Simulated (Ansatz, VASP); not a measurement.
# CuI: VASP beside Ansatz

```
Cu I
1.0
     0.00000    3.01871    3.01871
     3.01871    0.00000    3.01871
     3.01871    3.01871    0.00000
Cu I
1 1
Cartesian
  0.0000 0.0000 0.0000
  1.5094 1.5094 1.5094
```

Alike in both runs: task relaxation of cell and atoms; functional PBE; k mesh 12 × 12 × 12; occupations fermi-dirac, width 0.05 eV; no spin polarisation.

|  | VASP | Ansatz |
| --- | --- | --- |
| version | VASP 6.6.1 | Ansatz 0.2.0 |
| potentials or method | VASP PAW PBE potentials, release 64 (Cu, I) | PAW with Ansatz's default frozen-core files, scalar-relativistic |
| plane-wave cutoff (eV) | 600 | 420 |
| valence electrons in the cell | 18 | 36 |

|  | VASP | Ansatz | Ansatz less VASP |
| --- | --- | --- | --- |
| relaxed volume (Å³/atom) | 28.12 | 28.08 | -0.034 |
| relaxed cell length with the largest relative difference (Å) | 4.300 | 4.299 | -0.0017 |

VASP's potentials hold 18 valence electrons a cell and Ansatz's 36, so a difference there can come from the potentials and not from the codes.

Spin-orbit coupling is off throughout.
